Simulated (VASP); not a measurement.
**BeS: single point with r2SCAN**

Crystal: BeS.

```
CELL_PARAMETERS angstrom
0.00000 2.43404 2.43404
2.43404 0.00000 2.43404
2.43404 2.43404 0.00000
ATOMIC_POSITIONS crystal
Be 0.00000 0.00000 0.00000
S 0.25000 0.25000 0.25000
```

| Quantity | Value |
| --- | --- |
| Program | VASP 6.6.1 |
| Task | single point |
| Functional | r2SCAN |
| Potentials or basis | VASP PAW PBE potentials, release 64 (Be, S) |
| Cutoff | 660 eV |
| k mesh | 8 × 8 × 8 |
| Occupations | gaussian, width 0.02 eV |
| Spin | no spin polarisation |
| Dipole correction | no |
| Further INCAR settings | ALGO = Normal; EDIFF = 1e-06; NBANDS = 11 |

```yaml
Pressure: 0.3 GPa
Band_gap_on_the_k_mesh: 3.60 eV (least direct gap 6.26 eV)
```

Levels at points of the mesh, in eV from the valence-band top:
```csv
k point,band 1,band 2,band 3,band 4,band 5,band 6,band 7,band 8,band 9
"(0.00, 0.00, 0.00)",-14.22,0.00,0.00,0.00,6.26,6.26,6.26,6.59,13.40
"(0.50, 0.00, 0.00)",-12.57,-5.89,-1.04,-1.04,6.06,7.14,7.14,12.01,15.68
"(0.50, 0.50, 0.00)",-12.01,-5.13,-2.67,-2.67,3.60,5.39,13.77,13.77,16.62
```

Run time: 98 s on 1 thread of Intel Xeon 8259CL, on a shared host, peak memory 0.17 GiB.

Caveat: the PAW data sets were made with another functional, which shifts forces and pressure a little. A k mesh can miss the band edges.
